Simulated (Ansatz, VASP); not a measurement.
## Ga: VASP beside Ansatz

The input POSCAR:

```
Ga
1.0
   -1.4040000000      1.4040000000      2.2958700000
    1.4040000000     -1.4040000000      2.2958700000
    1.4040000000      1.4040000000     -2.2958700000
Ga
1
Direct
    0.0000000000      0.0000000000      0.0000000000
```

INCAR.step1

```
SYSTEM = Ga
PREC = Accurate ; ENCUT = 520
ISMEAR = 0 ; SIGMA = 0.15
LREAL = .False. ; LASPH = .True.
NELM = 100 ; NBANDS = 12
GGA = PE ; ALGO = Normal
EDIFF = 1E-4 ; LWAVE = .True.
LCHARG = .False.
```

Contents of INCAR.step2:

```
SYSTEM = Ga
PREC = Accurate ; ENCUT = 520
EDIFF = 1E-7 ; ISMEAR = 0
SIGMA = 0.15 ; LREAL = .False.
LASPH = .True. ; NELM = 100
ALGO = Normal ; ISIF = 2
LWAVE = .False. ; LCHARG = .False.
METAGGA = R2SCAN ; LMIXTAU = .True.
NBANDS = 12 ; ISTART = 1
```

Contents of KPOINTS:

```
regular mesh
0
Gamma
  24 24 24
  0 0 0
```

Input for Ansatz:

```yaml
crystal:
  lattice:
    - [-1.404, 1.404, 2.29587]
    - [1.404, -1.404, 2.29587]
    - [1.404, 1.404, -2.29587]
  atoms:
    - { symbol: Ga, position: [0.0, 0.0, 0.0] }
basis:
  ecutwfc: 500
kpoints:
  mp_grid: { grid: [24, 24, 24] }
hamiltonian:
  xc: r2scan
scf:
  occupations: { method: gaussian, width: 0.15 }
output:
  forces: true
  stress: true
  eigenvalues: true
```

Change from the starting cell: strain +0.000 along x and y, +0.030 along z, atoms carried along.

Alike in both runs: task single point; functional r2SCAN; k mesh 24 × 24 × 24; occupations gaussian, width 0.15 eV; no spin polarisation.

|  | VASP | Ansatz |
| --- | --- | --- |
| version | VASP 6.6.1 | Ansatz 0.2.0 |
| potentials or method | VASP PAW PBE potentials, release 64 (Ga_d), cutoff 520 eV | scalar-relativistic, plane waves, PAW |
| valence electrons in the cell | 13 | 13 |

|  | VASP | Ansatz | Ansatz less VASP |
| --- | --- | --- | --- |
| gap on the k mesh at the Fermi level (eV) | none | none | - |
| pressure (GPa) | -0.8 | -0.8 | -0.02 |

VASP's potentials were made for PBE, not for r2SCAN. A gap of «none» marks a metal or a gap that the smearing closes.
